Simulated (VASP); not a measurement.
Set up this calculation in VASP 6.6.1, as the native input.

```yaml
Task: single point
Functional: PBE
Potentials_or_basis: VASP PAW PBE potentials, release 64 (Si, B, C)
Cutoff: 600 eV
k_mesh: 5 × 5 × 3
Occupations: gaussian, width 0.2 eV
Spin: no spin polarisation
Dipole_correction: no
Further_INCAR_settings: ALGO = Normal; EDIFF = 1e-06; NBANDS = 20
```

The structure of SiB5C lies in POSCAR:

```
SiB5C
1.0
    3.7300028959      0.0000000000      0.0000000000
   -1.8650014479      3.2302772640      0.0000000000
    0.0000000000      0.0000000000      6.6223218852
Si B C
1 5 1
Direct
    0.0000000000      0.0000000000      0.0000000000
    0.5000000000      0.0000000000      0.5000000000
    0.0000000000      0.5000000000      0.5000000000
    0.5000000000      0.5000000000      0.5000000000
    0.0000000000      0.0000000000      0.2770440298
    0.0000000000      0.0000000000      0.7229559702
    0.0000000000      0.0000000000      0.5000000000
```

The cell was built from a structure type or drawn by symmetry, and may not be a known phase.

The input as run:

INCAR

```
PREC = Accurate
ENCUT = 600
EDIFF = 1E-6
ISMEAR = 0
SIGMA = 0.2
LREAL = F
LASPH = T
NELM = 120
ALGO = Normal
ISIF = 2
LWAVE = F
LCHARG = F
GGA = PE
NBANDS = 20
GGA_COMPAT = F
```

KPOINTS

```
regular mesh
0
Gamma
  5 5 3
```

Potentials or basis: VASP PAW PBE potentials, release 64 (Si, B, C).

Command:

```console
$ cat potpaw_PBE.64/Si/POTCAR potpaw_PBE.64/B/POTCAR potpaw_PBE.64/C/POTCAR > POTCAR
$ mpirun -np 1 vasp_std > vasp.out
```

It gave:

* Pressure: -0.1 GPa
* Largest force: 0.057 eV/Å
* Band gap on the k mesh: zero (an odd number of electrons rules out a gap without spin polarisation)

Caveat: the k points lie up to 0.39 Å⁻¹ apart, too coarse for converged energies and pressures of a metal.

Wall time 46 s on 1 thread of Intel Xeon 8259CL (shared host), peak memory 0.21 GiB.
